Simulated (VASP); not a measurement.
# Pr3B (Fm-3m) in VASP: notebook

Runs on Pr3B. Level: PBE. Tasks: single point, relaxation of cell and atoms.

Program: VASP 6.6.1. These are calculated values, not measurements. Logs are shortened: lines on timing, memory, paths and dates and some standing lists are left out, and cuts for length are marked.

### 1 The cell of the first run

The structure is cubic, space group Fm-3m (No. 225). Conventional cell: a = 7.094 Å, b = 7.094 Å, c = 7.094 Å, α = 90.00°, β = 90.00°, γ = 90.00°. Pr (site symmetry -43m) has 10 Pr at 3.07 to 3.55 Å and 4 B at 3.07 Å within 4.0 Å. Within 4.0 Å of Pr (site symmetry m-3m) lie 8 Pr at 3.07 Å and 6 B at 3.55 Å. B (site symmetry m-3m) has 14 Pr at 3.07 to 3.55 Å within 4.0 Å.

The cell was built from a structure type or drawn by symmetry, and may not be a known phase.

### 2 Single point, PBE

Input file INCAR:

```
PREC = Accurate
ENCUT = 500
EDIFF = 1E-6
ISMEAR = 0
SIGMA = 0.1
LREAL = False
LASPH = True
NELM = 200
ALGO = Normal
ISIF = 2
LWAVE = False
LCHARG = False
GGA = PE
NBANDS = 26
GGA_COMPAT = False
LMAXMIX = 6
```

Input file KPOINTS:

```
regular mesh
0
Gamma
  4 4 4
```

Input file POSCAR:

```
Pr3B
1.0
    0.0000000000      3.5467576900      3.5467576900
    3.5467576900      0.0000000000      3.5467576900
    3.5467576900      3.5467576900      0.0000000000
Pr B
3 1
Direct
    0.7500000000      0.7500000000      0.7500000000
    0.2500000000      0.2500000000      0.2500000000
    0.0000000000      0.0000000000      0.0000000000
    0.5000000000      0.5000000000      0.5000000000
```

Potentials or basis: VASP PAW PBE potentials, release 64 (Pr_3, B), 4f in core.

Launch:

```sh
> cat potpaw_PBE.64/Pr_3/POTCAR potpaw_PBE.64/B/POTCAR > POTCAR
> mpirun -np 1 vasp_std > vasp.out
```

OUTCAR:

```text
PREC = Accurate
   ENCUT = 500
   EDIFF = 1E-6
   ISMEAR = 0
   LREAL = False
   LASPH = True
   NELM = 200
   ISIF = 2
   GGA = PE

 ion  position               nearest neighbor table
   1  0.750  0.750  0.750-   3 3.07   3 3.07   3 3.07   3 3.07   2 3.55   2 3.55   2 3.55   2 3.55
                             2 3.55   2 3.55
   2  0.250  0.250  0.250-   3 3.07   3 3.07   3 3.07   3 3.07   1 3.55   1 3.55   1 3.55   1 3.55
                             1 3.55   1 3.55
   3  0.000  0.000  0.000-   1 3.07   1 3.07   1 3.07   2 3.07   2 3.07   2 3.07   1 3.07   2 3.07

   4  0.500  0.500  0.500-

  LATTYP: Found a face centered cubic cell.
 ALAT       =     7.0935153800

  Lattice vectors:

 A1 = (   0.0000000000,   3.5467576900,   3.5467576900)
 A2 = (   3.5467576900,   0.0000000000,   3.5467576900)
 A3 = (   3.5467576900,   3.5467576900,   0.0000000000)

Analysis of symmetry for initial positions (statically):
=====================================================================
 Subroutine PRICEL returns:
 Original cell was already a primitive cell.

 Routine SETGRP: Setting up the symmetry group for a
 face centered cubic supercell.

 Subroutine GETGRP returns: Found 48 space group operations
 (whereof 48 operations were pure point group operations)
 out of a pool of 48 trial point group operations.

The static configuration has the point symmetry O_h .

Analysis of symmetry for dynamics (positions and initial velocities):
=====================================================================
 Subroutine PRICEL returns:
 Original cell was already a primitive cell.

 Routine SETGRP: Setting up the symmetry group for a
 face centered cubic supercell.

 Subroutine GETGRP returns: Found 48 space group operations
 (whereof 48 operations were pure point group operations)
 out of a pool of 48 trial point group operations.

The dynamic configuration has the point symmetry O_h .

 Subroutine INISYM returns: Found 48 space group operations
 (whereof 48 operations are pure point group operations),
 and found     1 'primitive' translations

----------------------------------------------------------------------------------------

                                     Primitive cell

  volume of cell :      89.2328

  direct lattice vectors                    reciprocal lattice vectors
     0.000000000  3.546757690  3.546757690    -0.140973826  0.140973826  0.140973826
     3.546757690  0.000000000  3.546757690     0.140973826 -0.140973826  0.140973826
     3.546757690  3.546757690  0.000000000     0.140973826  0.140973826 -0.140973826

  length of vectors
     5.015872828  5.015872828  5.015872828     0.244173828  0.244173828  0.244173828

  position of ions in fractional coordinates (direct lattice)
     0.750000000  0.750000000  0.750000000
     0.250000000  0.250000000  0.250000000
     0.000000000  0.000000000  0.000000000
     0.500000000  0.500000000  0.500000000

  ion indices of the primitive-cell ions
   primitive index   ion index
                 1           1
                 2           2
                 3           3
                 4           4

----------------------------------------------------------------------------------------

 KPOINTS: regular mesh

Automatic generation of k-mesh.
 Grid dimensions read from file:
 generate k-points for:    4    4    4

 Generating k-lattice:

  Cartesian coordinates                     Fractional coordinates (reciprocal lattice)
    -0.035243456  0.035243456  0.035243456     0.250000000  0.000000000  0.000000000
     0.035243456 -0.035243456  0.035243456     0.000000000  0.250000000  0.000000000
     0.035243456  0.035243456 -0.035243456     0.000000000  0.000000000  0.250000000

  Length of vectors
     0.061043457  0.061043457  0.061043457

  Shift w.r.t. Gamma in fractional coordinates (k-lattice)
     0.000000000  0.000000000  0.000000000

 Subroutine IBZKPT returns following result:
 ===========================================

 Found      8 irreducible k-points:

 Following reciprocal coordinates:
            Coordinates               Weight
  0.000000  0.000000  0.000000      1.000000
  0.250000  0.000000  0.000000      8.000000
  0.500000  0.000000  0.000000      4.000000
  0.250000  0.250000  0.000000      6.000000
  0.500000  0.250000  0.000000     24.000000
 -0.250000  0.250000  0.000000     12.000000
  0.500000  0.500000  0.000000      3.000000
 -0.250000  0.500000  0.250000      6.000000
   k-points           NKPTS =      8   k-points in BZ     NKDIM =      8   number of bands    NBANDS=     26
   number of dos      NEDOS =    301   number of ions     NIONS =      4
   total plane-waves  NPLWV =  64000
   dimension x,y,z NGX =    40 NGY =   40 NGZ =   40
   dimension x,y,z NGXF=    80 NGYF=   80 NGZF=   80
   ions per type =               3   1
   NGX,Y,Z   is equivalent  to a cutoff of  13.26, 13.26, 13.26 a.u.
   NGXF,Y,Z  is equivalent  to a cutoff of  26.52, 26.52, 26.52 a.u.
 SYSTEM =  unknown system
   PREC   = accura    normal or accurate (medium, high low for compatibility)
   ISTART =      0    job   : 0-new  1-cont  2-samecut
   ICHARG =      2    charge: 1-file 2-atom 10-const
   ISPIN  =      1    spin polarized calculation?
   LNONCOLLINEAR =      F non collinear calculations
   LSORBIT =      F    spin-orbit coupling
   LASPH  =      T    aspherical Exc in radial PAW
   ENCUT  =  500.0 eV  36.75 Ry    6.06 a.u.   9.15  9.15  9.15*2*pi/ulx,y,z
   NELM   =    200;   NELMIN=  2; NELMDL= -5     # of ELM steps
   EDIFF  = 0.1E-05   stopping-criterion for ELM
   LREAL  =      F    real-space projection
   EDIFFG = 0.1E-04   stopping-criterion for IOM
   NSW    =      0    number of steps for IOM
   IBRION =     -1    ionic relax: 0-MD 1-quasi-New 2-CG
   NFREE  =      0    steps in history (QN), initial steepest desc. (CG)
   ISIF   =      2    stress and relaxation
   ISYM   =      2    0-nonsym 1-usesym 2-fastsym
   POTIM  = 0.5000    time-step for ionic-motion
   TEBEG  =    0.0;   TEEND  =   0.0 temperature during run
   PSTRESS=    0.0 pullay stress
   NELECT =      36.0000    total number of electrons
   NUPDOWN=      -1.0000    fix difference up-down
   EMIN   =  10.00;   EMAX   =-10.00  energy-range for DOS
   EFERMI =   0.00;   METHOD = LEGACY
   ISMEAR =     0;   SIGMA  =   0.10  broadening in eV -4-tet -1-fermi 0-gaus
   EFERMI_NEDOS =   21; number of points for ismear=-14 and -15
   IALGO  =     38    algorithm
   IMIX   =      4    mixing-type and parameters
     AMIX     =   0.40;   BMIX     =  1.00
     AMIX_MAG =   1.60;   BMIX_MAG =  1.00
  volume/ion in A,a.u.               =      22.31       150.54
  Fermi-wavevector in a.u.,A,eV,Ry     =   1.209672  2.285948 19.909478  1.463305
  Thomas-Fermi vector in A             =   2.345242
   LORBIT       =      0    0 simple, 1 ext, 2 COOP (PROOUT), +10 PAW based schemes
   GGA     = PE    functional components
   LHFCALC =     F    Hartree Fock is set to
   AEXX    =    0.0000 exact exchange contribution
   IVDW    =     0    specifies the selected vdW correction
   LEPSILON=     F    determine dielectric tensor
   LRPA    =     F    only Hartree local field effects (RPA)
 non-spin polarized calculation
 Gauss-broadening in eV      SIGMA  =   0.10
  energy-cutoff  :      500.00
  volume of cell :       89.23
 maximum number of plane-waves:      2280
 NGX is ok and might be reduce to    40
   NGX = 19   NGY = 19   NGZ = 19

 number of electron      36.0000000 magnetization

 Free energy of the ion-electron system (eV)
  ---------------------------------------------------
  ext. energy  EPLUGINS =         0.00000000
  ---------------------------------------------------
  free energy    TOTEN  =       -17.54400974 eV

  energy without entropy =      -17.50298778  energy(sigma->0) =      -17.52349876

 E-fermi :   5.1653     XC(G=0): -10.9445

 val. band max:        5.1291037542   @ k =   0.5000   0.5000   0.0000
 cond. band min:       5.1931356687   @ k =   0.5000   0.0000   0.0000
 fundamental gap:      0.0640319144
 Fermi energy:         5.1653224400

 k-point     1 :       0.0000    0.0000    0.0000
  band No.  band energies     occupation
      1     -31.4008      2.00000
      2     -30.5190      2.00000
      3     -30.3742      2.00000
      4     -13.8357      2.00000
      5     -13.8357      2.00000
      6     -13.8357      2.00000
[... 18 lines left out ...]
     25      10.6583      0.00000
     26      10.6605      0.00000

 k-point     2 :       0.2500    0.0000    0.0000
  band No.  band energies     occupation
      1     -31.2988      2.00000
      2     -30.5583      2.00000
      3     -30.4537      2.00000
      4     -14.0284      2.00000
      5     -14.0239      2.00000
      6     -14.0239      2.00000
[... 18 lines left out ...]
     25       9.2781      0.00000
     26      10.0786      0.00000

 k-point     3 :       0.5000    0.0000    0.0000
  band No.  band energies     occupation
      1     -31.1599      2.00000
      2     -30.6494      2.00000
      3     -30.5186      2.00000
      4     -14.1516      2.00000
      5     -14.1516      2.00000
      6     -13.9852      2.00000
[... 18 lines left out ...]
     25       8.6796      0.00000
     26       8.6822      0.00000

 k-point     4 :       0.2500    0.2500    0.0000
  band No.  band energies     occupation
      1     -31.2621      2.00000
      2     -30.5604      2.00000
      3     -30.4934      2.00000
      4     -14.2625      2.00000
      5     -14.2625      2.00000
      6     -13.7292      2.00000
[... 18 lines left out ...]
     25       8.6834      0.00000
     26       9.2390      0.00000

 k-point     5 :       0.5000    0.2500    0.0000
  band No.  band energies     occupation
      1     -31.1119      2.00000
      2     -30.6362      2.00000
      3     -30.5844      2.00000
      4     -14.3630      2.00000
      5     -14.3349      2.00000
      6     -13.7998      2.00000
[... 18 lines left out ...]
     25       8.7740      0.00000
     26       9.1973      0.00000

 k-point     6 :      -0.2500    0.2500    0.0000
  band No.  band energies     occupation
      1     -31.1678      2.00000
      2     -30.6039      2.00000
      3     -30.5557      2.00000
      4     -14.2064      2.00000
      5     -14.1704      2.00000
      6     -14.0630      2.00000
[... 18 lines left out ...]
     25       9.2805      0.00000
     26       9.5047      0.00000

 k-point     7 :       0.5000    0.5000    0.0000
  band No.  band energies     occupation
      1     -31.0445      2.00000
      2     -30.6915      2.00000
      3     -30.6012      2.00000
      4     -14.5240      2.00000
      5     -14.5240      2.00000
      6     -13.3773      2.00000
[... 18 lines left out ...]
     25       9.2715      0.00000
     26      10.0426      0.00000

 k-point     8 :      -0.2500    0.5000    0.2500
  band No.  band energies     occupation
      1     -31.0445      2.00000
      2     -30.6467      2.00000
      3     -30.6467      2.00000
      4     -14.5626      2.00000
      5     -14.0089      2.00000
      6     -14.0089      2.00000
[... 18 lines left out ...]
     25       8.5744      0.00000
     26       8.8541      0.00000

------------------------ aborting loop because EDIFF is reached ----------------------------------------

  FORCE on cell =-STRESS in cart. coord.  units (eV):
  Direction    XX          YY          ZZ          XY          YZ          ZX
  --------------------------------------------------------------------------------------
  -------------------------------------------------------------------------------------
  Total        4.5086987      4.5086987      4.5086987     -0.0000000     -0.0000000      0.0000000
  in kB       80.9538000     80.9538000     80.9538000     -0.0000000     -0.0000000      0.0000000
  external PRESSURE =      80.9538000 kB  Pullay stress =       0.0000000 kB

 VOLUME and BASIS-vectors are now :
 -----------------------------------------------------------------------------
  energy-cutoff  :      500.00
  volume of cell :       89.23
      direct lattice vectors                 reciprocal lattice vectors
     0.000000000  3.546757690  3.546757690    -0.140973826  0.140973826  0.140973826
     3.546757690  0.000000000  3.546757690     0.140973826 -0.140973826  0.140973826
     3.546757690  3.546757690  0.000000000     0.140973826  0.140973826 -0.140973826

 POSITION                                       TOTAL-FORCE (eV/Angst)
 -----------------------------------------------------------------------------------
      5.32014      5.32014      5.32014        -0.000000     -0.000000     -0.000000
      1.77338      1.77338      1.77338         0.000000      0.000000      0.000000
      0.00000      0.00000      0.00000        -0.000000     -0.000000     -0.000000
      3.54676      3.54676      3.54676        -0.000000     -0.000000     -0.000000
 -----------------------------------------------------------------------------------
    total drift:                               -0.000000     -0.000000      0.000000

  FREE ENERGIE OF THE ION-ELECTRON SYSTEM (eV)
  ---------------------------------------------------
  free  energy   TOTEN  =       -17.5440097361 eV

  energy  without entropy=      -17.5029877816  energy(sigma->0) =      -17.52349876
```

It took 23 s on 1 thread of Intel Xeon 6975P-C (Granite Rapids), shared host; peak memory 0.24 GiB.

Results:

| Quantity | Value |
| --- | --- |
| Free energy | -17.5440 eV |
| Pressure | 8.1 GPa |
| Band gap on the k mesh | zero (bands 18 and 19 overlap by 0.42 eV) |

Caveat: the k points lie up to 0.38 Å⁻¹ apart; spin-orbit coupling is left out, which moves the levels of the heavy elements; the 4f electrons are frozen in the core, so they carry no moment and show no levels.

### 3 Single point, PBE

This run uses another cell than the first one, of 25.73 Å³/atom.

Input file INCAR:

```
SYSTEM = Pr3B
ALGO     = Normal         ! electronic algorithm
EDIFF    = 1E-6           ! SCF threshold, eV
ENCUT    = 500            ! plane-wave cutoff, eV
GGA      = PE             ! functional
GGA_COMPAT= .FALSE.      
ISIF     = 2              ! what is computed and relaxed
ISMEAR   = 0              ! smearing method
LASPH    = .TRUE.         ! aspherical terms in the spheres
LCHARG   = .FALSE.        ! write CHGCAR
LMAXMIX  = 6              ! l up to which the mixer works
LREAL    = .FALSE.        ! projectors in reciprocal space
LWAVE    = .FALSE.        ! write WAVECAR
NBANDS   = 26             ! bands
NELM     = 200            ! most SCF steps
PREC     = Accurate       ! precision mode
SIGMA    = 0.1            ! smearing width, eV
```

Input file KPOINTS:

```
k-points
0
G
  4 4 4
  0 0 0
```

Input file POSCAR:

```
Pr3B
1.0
    0.0000000000      3.7196621274      3.7196621274
    3.7196621274      0.0000000000      3.7196621274
    3.7196621274      3.7196621274      0.0000000000
Pr B
3 1
Direct
    0.7500000000      0.7500000000      0.7500000000
    0.2500000000      0.2500000000      0.2500000000
    0.0000000000      0.0000000000      0.0000000000
    0.5000000000      0.5000000000      0.5000000000
```

Potentials or basis: VASP PAW PBE potentials, release 64 (Pr_3, B), 4f in core.

Launch:

```sh
> cat potpaw_PBE.64/Pr_3/POTCAR potpaw_PBE.64/B/POTCAR > POTCAR
> mpirun -np 1 vasp_std > vasp.out
```

It took 23 s on 1 thread of Intel Xeon 6975P-C (Granite Rapids), shared host; peak memory 0.23 GiB.

The run converged. Its results:

- Free energy: -17.8344 eV
- Pressure: -0.3 GPa
- Band gap on the k mesh: zero (bands 18 and 19 overlap by 0.33 eV)

Levels at points of the mesh, in eV from the Fermi level:
```csv
k point,band 14,band 15,band 16,band 17,band 18,band 19,band 20,band 21,band 22,band 23
"(0.00, 0.00, 0.00)",-1.84,-1.84,-1.36,-1.36,-1.36,0.71,1.11,1.11,1.11,4.66
"(0.50, 0.00, 0.00)",-1.93,-1.79,-1.79,-0.10,0.04,0.04,1.38,1.38,2.27,2.27
"(0.50, 0.50, 0.00)",-1.92,-1.56,-0.35,-0.18,-0.18,-0.11,0.02,0.02,1.32,2.39
```

Caveat: the k points lie up to 0.37 Å⁻¹ apart; spin-orbit coupling is left out, which moves the levels of the heavy elements; the 4f electrons are frozen in the core, so they carry no moment and show no levels. Spin polarisation is off, so any magnetic state and its effect on volume and gap are missing.

### 4 Relaxation of cell and atoms, PBE

Input file INCAR:

```
  PREC = Accurate
  ENCUT = 500
  EDIFF = 1E-7
  ISMEAR = 0
  SIGMA = 0.1
  LREAL = False
  LASPH = True
  NELM = 200
  ALGO = Normal
  ISIF = 3
  LWAVE = False
  LCHARG = False
  GGA = PE
  IBRION = 2
  NSW = 90
  EDIFFG = -0.04
  GGA_COMPAT = False
  NELMIN = 4
  LMAXMIX = 6
```

Input file KPOINTS:

```
regular mesh
0
Gamma
  4 4 4
```

Input file POSCAR:

```
Pr3B
1.0
    0.0000000000      3.5467576900      3.5467576900
    3.5467576900      0.0000000000      3.5467576900
    3.5467576900      3.5467576900      0.0000000000
Pr B
3 1
Direct
    0.7500000000      0.7500000000      0.7500000000
    0.2500000000      0.2500000000      0.2500000000
    0.0000000000      0.0000000000      0.0000000000
    0.5000000000      0.5000000000      0.5000000000
```

Launch:

```sh
> cat potpaw_PBE.64/Pr_3/POTCAR potpaw_PBE.64/B/POTCAR > POTCAR
> mpirun -np 1 vasp_std > vasp.out
```

It took 57 s on 1 thread of Intel Xeon 6975P-C (Granite Rapids), shared host; peak memory 0.24 GiB.

The run converged. Its results:

```yaml
Free_energy: -17.8340 eV
Relaxed_volume: 25.56 Å³/atom
Relaxed_cell: a = 5.249 Å, b = 5.249 Å, c = 5.249 Å, α = 60.00°, β = 60.00°, γ = 60.00°
Space_group_after_relaxing_to_0.1_Å: Fm-3m (No. 225)
Energy_gained_by_relaxing: 72.5 meV/atom
Ionic_steps: 3
Pressure_after_relaxing: 0.0 GPa
Band_gap_on_the_k_mesh: zero (bands 18 and 19 overlap by 0.34 eV)
```

Step by step:
```
step  energy change (eV)  largest force (eV/Å)  pressure (GPa)  volume (Å³)
   1              0.0000                0.0000            8.09        89.23
   2             -0.2833                0.0000           -0.87       104.59
   3             -0.2900                0.0000            0.00       102.25
```

Final structure:
```yaml
crystal:
  lattice:
    - [0.00000, 3.71145, 3.71145]
    - [3.71145, 0.00000, 3.71145]
    - [3.71145, 3.71145, 0.00000]
  atoms:
    - { symbol: Pr, position: [0.75000, 0.75000, 0.75000] }
    - { symbol: Pr, position: [0.25000, 0.25000, 0.25000] }
    - { symbol: Pr, position: [0.00000, 0.00000, 0.00000] }
    - { symbol: B, position: [0.50000, 0.50000, 0.50000] }
```

Levels at points of the mesh, in eV from the Fermi level:
```csv
k point,band 16,band 17,band 18,band 19,band 20,band 21
"(0.00, 0.00, 0.00)",-1.37,-1.37,-1.37,0.75,1.13,1.13
"(0.50, 0.00, 0.00)",-1.80,-0.10,0.04,0.04,1.39,1.39
"(0.50, 0.50, 0.00)",-0.34,-0.19,-0.19,-0.12,0.01,0.01
```

Caveat: the k points lie up to 0.37 Å⁻¹ apart in the final cell; spin-orbit coupling is left out, which moves the levels of the heavy elements; the 4f electrons are frozen in the core, so they carry no moment and show no levels. Spin polarisation is off, so any magnetic state and its effect on volume and gap are missing.

(Part 1 of 2 ends here.)
